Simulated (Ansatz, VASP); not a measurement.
Two plane-wave programs on Hf

File INCAR:

```
SYSTEM = Hf
PREC     = Accurate       ! precision mode
ENCUT    = 520            ! plane-wave cutoff, eV
EDIFF    = 1E-7           ! SCF threshold, eV
ISMEAR   = -1             ! smearing method
SIGMA    = 0.05           ! smearing width, eV
LREAL    = .False.        ! projectors in reciprocal space
LASPH    = .True.         ! aspherical terms in the spheres
NELM     = 150            ! most SCF steps
ALGO     = Normal         ! electronic algorithm
ISIF     = 2              ! what is computed and relaxed
LWAVE    = .False.        ! write WAVECAR
LCHARG   = .False.        ! write CHGCAR
MAGMOM   = 0 0 0 0 0 0    ! initial moments
LORBIT   = 11             ! projections on sites
LSORBIT  = .True.         ! spin-orbit coupling
GGA_COMPAT= .False.      
LORBMOM  = .True.       
LMAXMIX  = 4              ! l up to which the mixer works
GGA      = PS             ! functional
NBANDS   = 32             ! bands
```

The input KPOINTS:

```
regular mesh
0
Gamma
  7 7 4
  0 0 0
```

The input POSCAR:

```
Hf
1.0
    3.1967000000      0.0000000000      0.0000000000
   -1.5983500000      2.7684234083      0.0000000000
    0.0000000000      0.0000000000      5.0578000000
Hf
2
Direct
    0.6666666667      0.3333333333      0.7500000000
    0.3333333333      0.6666666667      0.2500000000
```

input.yaml

```yaml
crystal:
  lattice:
    - [3.1967, 0.0, 0.0]
    - [-1.59835, 2.7684234083, 0.0]
    - [0.0, 0.0, 5.0578]
  atoms:
    - { symbol: Hf, position: [0.6666666667, 0.3333333333, 0.75] }
    - { symbol: Hf, position: [0.3333333333, 0.6666666667, 0.25] }
hamiltonian:
  xc: pbesol
  pseudopotentials: { kind: paw_fr }
magnetization:
  noncollinear: true
  spin_orbit: true
kpoints:
  mp_grid: { grid: [7, 7, 4] }
  band_path:
    path:
      - [[0.0, 0.0, 0.0], [0.5, 0.0, 0.0], [0.3333333333, 0.3333333333, 0.0], [0.0, 0.0, 0.0], [0.0, 0.0, 0.5], [0.5, 0.0, 0.5], [0.3333333333, 0.3333333333, 0.5], [0.0, 0.0, 0.5]]
      - [[0.5, 0.0, 0.5], [0.5, 0.0, 0.0]]
      - [[0.3333333333, 0.3333333333, 0.0], [0.3333333333, 0.3333333333, 0.5]]
    npoints: 14
scf:
  occupations: { method: fermi_dirac, width: 0.05 }
  n_extra_bands: 6
output:
  forces: true
  stress: true
  eigenvalues: true
  fatbands: true
```

Alike in both runs: functional PBEsol; k mesh 7 × 7 × 4; occupations fermi-dirac, width 0.05 eV; non-collinear spin, spin-orbit coupling.

|  | VASP | Ansatz |
| --- | --- | --- |
| version | VASP 6.6.1 | Ansatz 0.2.0 |
| potentials or method | VASP PAW PBE potentials, release 64 (Hf_pv) | Ansatz PAW |
| plane-wave cutoff (eV) | 520 | 420 |
| valence electrons in the cell | 20 | 52 |
| task | single point | band structure |

Ansatz gave:

```
pressure (GPa)                                                : -3.9
traceless stress, the component that is largest in VASP (GPa) : 0.76
net moment per atom (μB)                                      : 0.00
```

Question: Estimate VASP's values.

Answer: Pressure (GPa): -4.2; traceless stress, the component that is largest in VASP (GPa): 0.64; net moment per atom (μB): 0.00.

VASP's potentials were made for PBE, not for PBEsol. VASP's potentials hold 20 valence electrons a cell and Ansatz's 52, so a difference there can come from the potentials and not from the codes.
